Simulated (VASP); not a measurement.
# Li (Im-3m) in VASP: further runs

Li is run at these levels: revPBE; tasks: single point.

All numbers are computed with VASP 6.6.1; they aren't measurements. Logs are shortened: lines on timing, memory, paths and dates and some standing lists are left out, and cuts for length are marked.

**1. The cell of the first run**

The structure is cubic, space group Im-3m (No. 229). The conventional cell has a = 3.484 Å, b = 3.484 Å, c = 3.484 Å, α = 90.00°, β = 90.00°, γ = 90.00°. Li (site symmetry m-3m) has 14 Li at 3.02 to 3.48 Å within 4.0 Å.

**2. Single point, revPBE**

INCAR

```
  PREC = Accurate
  ENCUT = 520
  EDIFF = 1E-6
  ISMEAR = -1
  SIGMA = 0.1
  LREAL = False
  LASPH = True
  NELM = 60
  ALGO = Normal
  ISIF = 2
  LWAVE = False
  LCHARG = True
  GGA = RE
  LELF = True
  LVHAR = True
  NBANDS = 8
```

KPOINTS

```
Automatic mesh
0
Gamma
  13 13 13
```

POSCAR

```
Li
1.0
   -1.7417720827      1.7417720827      1.7417720827
    1.7417720827     -1.7417720827      1.7417720827
    1.7417720827      1.7417720827     -1.7417720827
Li
1
Direct
    0.0000000000      0.0000000000      0.0000000000
```

Potentials or basis: VASP PAW PBE potentials, release 64 (Li_sv).

Started as:

```sh
$ cat potpaw_PBE.64/Li_sv/POTCAR > POTCAR
$ mpirun -np 1 vasp_std > vasp.out
```

OUTCAR:

```text
PREC = Accurate
   ENCUT = 520
   EDIFF = 1E-6
   ISMEAR = -1
   LREAL = False
   LASPH = True
   NELM = 60
   ISIF = 2
   GGA = RE

 ion  position               nearest neighbor table
   1  0.000  0.000  0.000-

  LATTYP: Found a body centered cubic cell.
 ALAT       =     3.4835441654

  Lattice vectors:

 A1 = (  -1.7417720827,   1.7417720827,   1.7417720827)
 A2 = (   1.7417720827,  -1.7417720827,   1.7417720827)
 A3 = (   1.7417720827,   1.7417720827,  -1.7417720827)

Analysis of symmetry for initial positions (statically):
=====================================================================
 Subroutine PRICEL returns:
 Original cell was already a primitive cell.

 Routine SETGRP: Setting up the symmetry group for a
 body centered cubic supercell.

 Subroutine GETGRP returns: Found 48 space group operations
 (whereof 48 operations were pure point group operations)
 out of a pool of 48 trial point group operations.

The static configuration has the point symmetry O_h .

Analysis of symmetry for dynamics (positions and initial velocities):
=====================================================================
 Subroutine PRICEL returns:
 Original cell was already a primitive cell.

 Routine SETGRP: Setting up the symmetry group for a
 body centered cubic supercell.

 Subroutine GETGRP returns: Found 48 space group operations
 (whereof 48 operations were pure point group operations)
 out of a pool of 48 trial point group operations.

The dynamic configuration has the point symmetry O_h .

 Subroutine INISYM returns: Found 48 space group operations
 (whereof 48 operations are pure point group operations),
 and found     1 'primitive' translations

----------------------------------------------------------------------------------------

                                     Primitive cell

  volume of cell :      21.1365

  direct lattice vectors                    reciprocal lattice vectors
    -1.741772083  1.741772083  1.741772083     0.000000000  0.287063965  0.287063965
     1.741772083 -1.741772083  1.741772083     0.287063965  0.000000000  0.287063965
     1.741772083  1.741772083 -1.741772083     0.287063965  0.287063965  0.000000000

  length of vectors
     3.016837742  3.016837742  3.016837742     0.405969752  0.405969752  0.405969752

  position of ions in fractional coordinates (direct lattice)
     0.000000000  0.000000000  0.000000000

  ion indices of the primitive-cell ions
   primitive index   ion index
                 1           1

----------------------------------------------------------------------------------------

 KPOINTS: Automatic mesh

Automatic generation of k-mesh.
 Grid dimensions read from file:
 generate k-points for:   13   13   13

 Generating k-lattice:

  Cartesian coordinates                     Fractional coordinates (reciprocal lattice)
     0.000000000  0.022081843  0.022081843     0.076923077  0.000000000  0.000000000
     0.022081843  0.000000000  0.022081843     0.000000000  0.076923077  0.000000000
     0.022081843  0.022081843  0.000000000     0.000000000  0.000000000  0.076923077

  Length of vectors
     0.031228442  0.031228442  0.031228442

  Shift w.r.t. Gamma in fractional coordinates (k-lattice)
     0.000000000  0.000000000  0.000000000

 Subroutine IBZKPT returns following result:
 ===========================================

 Found     84 irreducible k-points:

 Following reciprocal coordinates:
            Coordinates               Weight
  0.000000  0.000000  0.000000      1.000000
  0.076923  0.000000  0.000000     12.000000
  0.153846  0.000000  0.000000     12.000000
  0.230769  0.000000  0.000000     12.000000
  0.307692  0.000000  0.000000     12.000000
  0.384615  0.000000  0.000000     12.000000
[... 16 lines left out ...]
  0.153846  0.076923  0.076923     24.000000
  0.230769  0.076923  0.076923     24.000000
 [... further k-points ...]
   k-points           NKPTS =     84   k-points in BZ     NKDIM =     84   number of bands    NBANDS=      8
   number of dos      NEDOS =    301   number of ions     NIONS =      1
   total plane-waves  NPLWV =  13824
   dimension x,y,z NGX =    24 NGY =   24 NGZ =   24
   dimension x,y,z NGXF=    48 NGYF=   48 NGZF=   48
   ions per type =               1
   NGX,Y,Z   is equivalent  to a cutoff of  13.23, 13.23, 13.23 a.u.
   NGXF,Y,Z  is equivalent  to a cutoff of  26.45, 26.45, 26.45 a.u.
 SYSTEM =  unknown system
   PREC   = accura    normal or accurate (medium, high low for compatibility)
   ISTART =      0    job   : 0-new  1-cont  2-samecut
   ICHARG =      2    charge: 1-file 2-atom 10-const
   ISPIN  =      1    spin polarized calculation?
   LNONCOLLINEAR =      F non collinear calculations
   LSORBIT =      F    spin-orbit coupling
   LASPH  =      T    aspherical Exc in radial PAW
   ENCUT  =  520.0 eV  38.22 Ry    6.18 a.u.   5.61  5.61  5.61*2*pi/ulx,y,z
   NELM   =     60;   NELMIN=  2; NELMDL= -5     # of ELM steps
   EDIFF  = 0.1E-05   stopping-criterion for ELM
   LREAL  =      F    real-space projection
   EDIFFG = 0.1E-04   stopping-criterion for IOM
   NSW    =      0    number of steps for IOM
   IBRION =     -1    ionic relax: 0-MD 1-quasi-New 2-CG
   NFREE  =      0    steps in history (QN), initial steepest desc. (CG)
   ISIF   =      2    stress and relaxation
   ISYM   =      2    0-nonsym 1-usesym 2-fastsym
   POTIM  = 0.5000    time-step for ionic-motion
   TEBEG  =    0.0;   TEEND  =   0.0 temperature during run
   PSTRESS=    0.0 pullay stress
   NELECT =       3.0000    total number of electrons
   NUPDOWN=      -1.0000    fix difference up-down
   EMIN   =  10.00;   EMAX   =-10.00  energy-range for DOS
   EFERMI =   0.00;   METHOD = LEGACY
   ISMEAR =    -1;   SIGMA  =   0.10  broadening in eV -4-tet -1-fermi 0-gaus
   EFERMI_NEDOS =   21; number of points for ismear=-14 and -15
   IALGO  =     38    algorithm
   IMIX   =      4    mixing-type and parameters
     AMIX     =   0.40;   BMIX     =  1.00
     AMIX_MAG =   1.60;   BMIX_MAG =  1.00
  volume/ion in A,a.u.               =      21.14       142.64
  Fermi-wavevector in a.u.,A,eV,Ry     =   0.853959  1.613749  9.922005  0.729247
  Thomas-Fermi vector in A             =   1.970482
   LORBIT       =      0    0 simple, 1 ext, 2 COOP (PROOUT), +10 PAW based schemes
   GGA     = RE    functional components
   LHFCALC =     F    Hartree Fock is set to
   AEXX    =    0.0000 exact exchange contribution
   IVDW    =     0    specifies the selected vdW correction
   LEPSILON=     F    determine dielectric tensor
   LRPA    =     F    only Hartree local field effects (RPA)
 non-spin polarized calculation
  energy-cutoff  :      520.00
  volume of cell :       21.14
 maximum number of plane-waves:       586
   NGX = 11   NGY = 11   NGZ = 11

 number of electron       2.9999990 magnetization

 Free energy of the ion-electron system (eV)
  ---------------------------------------------------
  ext. energy  EPLUGINS =         0.00000000
  ---------------------------------------------------
  free energy    TOTEN  =        -1.81704169 eV

  energy without entropy =       -1.80158714  energy(sigma->0) =       -1.80931442

 E-fermi :   0.6179     XC(G=0):  -6.8635

 val. band max:        0.6085223529   @ k =  -0.3846   0.4615   0.0769
 cond. band min:       0.6674573778   @ k =   0.4615   0.0000   0.0000
 fundamental gap:      0.0589350249
 Fermi energy:         0.6179238357

 k-point     1 :       0.0000    0.0000    0.0000
  band No.  band energies     occupation
      1     -46.1726      2.00000
      2      -2.9416      2.00000
      3      14.9784      0.00000
      4      14.9784      0.00000
      5      14.9785      0.00000
      6      19.4390      0.00000
      7      19.4390      0.00000
      8      19.4390      0.00000

 k-point     2 :       0.0769    0.0000    0.0000
  band No.  band energies     occupation
      1     -46.1718      2.00000
      2      -2.8312      2.00000
      3      14.1911      0.00000
      4      14.4289      0.00000
      5      14.7770      0.00000
      6      18.0031      0.00000
      7      18.1939      0.00000
      8      19.5148      0.00000

 k-point     3 :       0.1538    0.0000    0.0000
  band No.  band energies     occupation
      1     -46.1693      2.00000
      2      -2.4982      2.00000
      3      12.0985      0.00000
      4      13.3941      0.00000
      5      14.2329      0.00000
      6      16.7737      0.00000
      7      17.1134      0.00000
      8      19.2530      0.00000

 k-point     4 :       0.2308    0.0000    0.0000
  band No.  band energies     occupation
      1     -46.1657      2.00000
      2      -1.9436      2.00000
      3       9.6635      0.00000
      4      12.4078      0.00000
      5      13.5450      0.00000
      6      15.6158      0.00000
      7      16.8753      0.00000
      8      19.5942      0.00000

 k-point     5 :       0.3077    0.0000    0.0000
  band No.  band energies     occupation
      1     -46.1620      2.00000
      2      -1.1756      2.00000
      3       7.3684      0.00000
      4      11.6233      0.00000
      5      12.9161      0.00000
      6      14.7430      0.00000
      7      16.9098      0.00000
      8      20.3641      0.00000
[... 177 lines left out ...]
 k-point    22 :       0.0769    0.0769    0.0769
  band No.  band energies     occupation
      1     -46.1678      2.00000
      2      -2.2761      2.00000
      3      12.1590      0.00000
      4      12.1590      0.00000
      5      12.3329      0.00000
      6      17.5984      0.00000
      7      17.5984      0.00000
      8      20.7791      0.00000

 k-point    23 :       0.1538    0.0769    0.0769
  band No.  band energies     occupation
      1     -46.1646      2.00000
      2      -1.7210      2.00000
      3       9.7497      0.00000
      4      11.1565      0.00000
      5      11.5147      0.00000
      6      17.7066      0.00000
      7      17.8952      0.00000
      8      20.6251      0.00000

 k-point    24 :       0.2308    0.0769    0.0769
  band No.  band energies     occupation
      1     -46.1612      2.00000
      2      -0.9495      2.00000
      3       7.4606      0.00000
      4      10.3627      0.00000
      5      10.8790      0.00000
      6      17.4867      0.00000
      7      18.0857      0.00000
      8      20.9705      0.00000

 [... further k-points ...]

------------------------ aborting loop because EDIFF is reached ----------------------------------------

  FORCE on cell =-STRESS in cart. coord.  units (eV):
  Direction    XX          YY          ZZ          XY          YZ          ZX
  --------------------------------------------------------------------------------------
  -------------------------------------------------------------------------------------
  Total       -0.0083467     -0.0083467     -0.0083467     -0.0000000     -0.0000000      0.0000000
  in kB       -0.6326922     -0.6326922     -0.6326922     -0.0000000     -0.0000000      0.0000000
  external PRESSURE =      -0.6326922 kB  Pullay stress =       0.0000000 kB

 VOLUME and BASIS-vectors are now :
 -----------------------------------------------------------------------------
  energy-cutoff  :      520.00
  volume of cell :       21.14
      direct lattice vectors                 reciprocal lattice vectors
    -1.741772083  1.741772083  1.741772083     0.000000000  0.287063965  0.287063965
     1.741772083 -1.741772083  1.741772083     0.287063965  0.000000000  0.287063965
     1.741772083  1.741772083 -1.741772083     0.287063965  0.287063965  0.000000000

 POSITION                                       TOTAL-FORCE (eV/Angst)
 -----------------------------------------------------------------------------------
      0.00000      0.00000      0.00000        -0.000000     -0.000000     -0.000000
 -----------------------------------------------------------------------------------
    total drift:                                0.000000      0.000000     -0.000000

  FREE ENERGIE OF THE ION-ELECTRON SYSTEM (eV)
  ---------------------------------------------------
  free  energy   TOTEN  =        -1.8170416949 eV

  energy  without entropy=       -1.8015871362  energy(sigma->0) =       -1.80931442
```

It took 3.4 s on 1 thread of Intel Xeon 6975P-C (Granite Rapids), shared host; peak memory 0.13 GiB.

What came out:

```
Free energy            : -1.8170 eV
Band gap on the k mesh : zero (an odd number of electrons rules out a gap without spin polarisation)
```

Levels at points of the mesh, in eV from the Fermi level:
```
           k point  band 1  band 2  band 3  band 4  band 5  band 6
(0.00, 0.00, 0.00)  -46.79   -3.56   14.36   14.36   14.36   18.82
```

Caveat: the cutoff is under 1.25 times the usual one of these potentials, so pressure, stress and relaxed cells hold a basis-set (Pulay) error; the PAW data sets were made with another functional, which shifts forces and pressure a little.

(Continued in part 2 of 2.)
